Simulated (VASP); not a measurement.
Set up this calculation in VASP 6.6.1, as the native input.

```
Task                   : electric field gradients
Functional             : LDA
Potentials or basis    : VASP PAW LDA potentials, release 64 (Bi_d, Pt)
Cutoff                 : 520 eV
k mesh                 : 9 × 9 × 6
Occupations            : fermi-dirac, width 0.05 eV
Spin                   : no spin polarisation
Dipole correction      : no
Further INCAR settings : ALGO = Normal; EDIFF = 1e-08; NBANDS = 33
```

The structure of BiPt lies in POSCAR:

```
BiPt
1.0
    4.2287001624      0.0000000000      0.0000000000
   -2.1143500812      3.6621617656      0.0000000000
    0.0000000000      0.0000000000      5.4900000000
Bi Pt
2 2
Direct
    0.3333333333      0.6666666667      0.2500000000
    0.6666666667      0.3333333333      0.7500000000
    0.0000000000      0.0000000000      0.0000000000
    0.0000000000      0.0000000000      0.5000000000
```

This cell differs from its parent crystal: equal xx and yy strain of -2 %.

The input as run:

INCAR

```
SYSTEM = BiPt
PREC = Accurate
ENCUT = 520
EDIFF = 1E-8
ISMEAR = -1
SIGMA = 0.05
LREAL = .FALSE.
LASPH = .TRUE.
NELM = 60
ALGO = Normal
ISIF = 2
LWAVE = .FALSE.
LCHARG = .FALSE.
GGA = CA
LEFG = .TRUE.
NBANDS = 33
```

KPOINTS

```
Automatic mesh
0
G
  9 9 6
  0 0 0
```

Potentials or basis: VASP PAW LDA potentials, release 64 (Bi_d, Pt).

The run is started by

```bash
$ cat potpaw_LDA.64/Bi_d/POTCAR potpaw_LDA.64/Pt/POTCAR > POTCAR
$ mpirun -np 1 vasp_std > vasp.out
```

It gave:

- Pressure: 5.9 GPa
- Band gap on the k mesh: zero (bands 25 and 26 overlap by 4.24 eV)
- Largest electric field gradient by atom: Bi +14.3; Pt -157.9 V/Å²

Caveat: the cell differs from its parent crystal (equal xx and yy strain of -2 %); the cell stands under pressure; without QUAD_EFG the Cq values of the log hold for a quadrupole moment of 1 mb, not for the nuclei; spin-orbit coupling is left out, which moves the levels of the heavy elements.

Run time: 3.3 min on 1 thread of Oxide Virtual Turin-like Processor, with other jobs on the host, peak memory 0.21 GiB.
